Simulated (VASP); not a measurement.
Wanted: the native input for a VASP 6.6.1 run.

| Property | Result |
| --- | --- |
| Task | single point |
| Functional | HSE06 |
| Potentials or basis | VASP PAW PBE potentials, release 64 (Ge_d) |
| Cutoff | 520 eV |
| k mesh | 6 × 6 × 6 |
| Occupations | fermi-dirac, width 0.05 eV |
| Spin | no spin polarisation |
| Dipole correction | no |
| Grid for exact exchange (PRECFOCK) | Normal |
| Further INCAR settings | ALGO = Normal; EDIFF = 1e-06; NBANDS = 13 |
| Share of exact exchange | 0.25 |
| Screening parameter | 0.2079 1/Å |

The system is Ge.

```xyz
1
Lattice="1.3971 -2.6005 0.0000 1.3971 2.6005 0.0000 0.0000 0.0000 2.6982" Properties=species:S:1:pos:R:3 pbc="T T T"
Ge    1.3971    0.0000    0.0000
```

One way to write it, as run:

POSCAR

```
Ge
1.0
    1.3971490000     -2.6005160000      0.0000000000
    1.3971490000      2.6005160000      0.0000000000
    0.0000000000      0.0000000000      2.6982310000
Ge
1
Direct
    0.5000000000      0.5000000000      0.0000000000
```

INCAR.step1

```
SYSTEM = Ge
ALGO     = Normal         ! electronic algorithm
EDIFF    = 1E-5           ! SCF threshold, eV
ENCUT    = 520            ! plane-wave cutoff, eV
GGA      = PE             ! functional
ISIF     = 2              ! what is computed and relaxed
ISMEAR   = -1             ! smearing method
LASPH    = .TRUE.         ! aspherical terms in the spheres
LCHARG   = .FALSE.        ! write CHGCAR
LREAL    = .FALSE.        ! projectors in reciprocal space
LWAVE    = .TRUE.         ! write WAVECAR
NBANDS   = 13             ! bands
NELM     = 100            ! most SCF steps
PREC     = Accurate       ! precision mode
SIGMA    = 0.05           ! smearing width, eV
```

INCAR.step2

```
SYSTEM = Ge
ALGO     = Normal         ! electronic algorithm
EDIFF    = 1E-6           ! SCF threshold, eV
ENCUT    = 520            ! plane-wave cutoff, eV
GGA      = PE             ! functional
HFSCREEN = 0.2079         ! screening, 1/A
ISIF     = 2              ! what is computed and relaxed
ISMEAR   = -1             ! smearing method
ISTART   = 1            
LASPH    = .TRUE.         ! aspherical terms in the spheres
LCHARG   = .FALSE.        ! write CHGCAR
LHFCALC  = .TRUE.         ! exact exchange
LREAL    = .FALSE.        ! projectors in reciprocal space
LWAVE    = .FALSE.        ! write WAVECAR
NBANDS   = 13             ! bands
NELM     = 100            ! most SCF steps
PREC     = Accurate       ! precision mode
PRECFOCK = Normal       
SIGMA    = 0.05           ! smearing width, eV
```

KPOINTS

```
k-points
0
G
  6 6 6
  0 0 0
```

Potentials or basis: VASP PAW PBE potentials, release 64 (Ge_d).

The run is started by

```bash
$ cat potpaw_PBE.64/Ge_d/POTCAR > POTCAR
$ cp INCAR.step1 INCAR
$ mpirun -np 1 vasp_std > vasp.out
$ cp INCAR.step2 INCAR
$ mpirun -np 1 vasp_std > vasp.out
```

It gave:

The pressure is -2.8 GPa and the band gap on the k mesh is zero (bands 7 and 8 overlap by 11.04 eV).

Caveat: the k points lie up to 0.43 Å⁻¹ apart, too coarse for converged energies and pressures of a metal; the PAW data sets were made with another functional, which shifts forces and pressure a little.

Run time: 30 min on 1 thread of Intel(R) Xeon(R) Platinum 8488C (Sapphire Rapids) (shared host), peak memory 0.24 GiB.
